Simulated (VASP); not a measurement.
A run of VASP 6.6.1 is set up as follows.

The input INCAR:

```
SYSTEM = GaN
PREC = Accurate
ENCUT = 520
EDIFF = 1E-8
ISMEAR = -1
SIGMA = 0.01
LREAL = .FALSE.
LASPH = .TRUE.
NELM = 60
ALGO = Normal
ISIF = 2
LWAVE = .FALSE.
LCHARG = .FALSE.
GGA = PE
LEFG = .TRUE.
NBANDS = 26
```

KPOINTS

```
regular mesh
0
G
  12 12 7
  0 0 0
```

Contents of POSCAR:

```
GaN
1.0
    3.1800000000      0.0000000000      0.0000000000
   -1.5900000000      2.7539607840      0.0000000000
    0.0000000000      0.0000000000      5.1660000000
Ga N
2 2
Direct
    0.3333333333      0.6666666667      0.0000000000
    0.6666666667      0.3333333333      0.5000000000
    0.3333333333      0.6666666667      0.3850000000
    0.6666666667      0.3333333333      0.8850000000
```

Potentials or basis: VASP PAW PBE potentials, release 64 (Ga_d, N).

Launch:

```bash
$ cat potpaw_PBE.64/Ga_d/POTCAR potpaw_PBE.64/N/POTCAR > POTCAR
$ mpirun -np 1 vasp_std > vasp.out
```

Problem. Predict the pressure.

Solution. 7.5 GPa.

Problem. What does it give for the largest force?

Solution. 0.438 eV/Å.

Problem. Predict the band gap on the k mesh.

Solution. 1.94 eV, direct.

Forces in eV/Å, atoms in the order of the input:
```
Ga   0.000  0.000  0.438
Ga   0.000  0.000  0.438
N    0.000  0.000 -0.438
N    0.000  0.000 -0.438
```

Caveat: without QUAD_EFG the Cq values of the log hold for a quadrupole moment of 1 mb, not for the nuclei. PBE gaps usually lie below the measured ones, often by a third to a half.
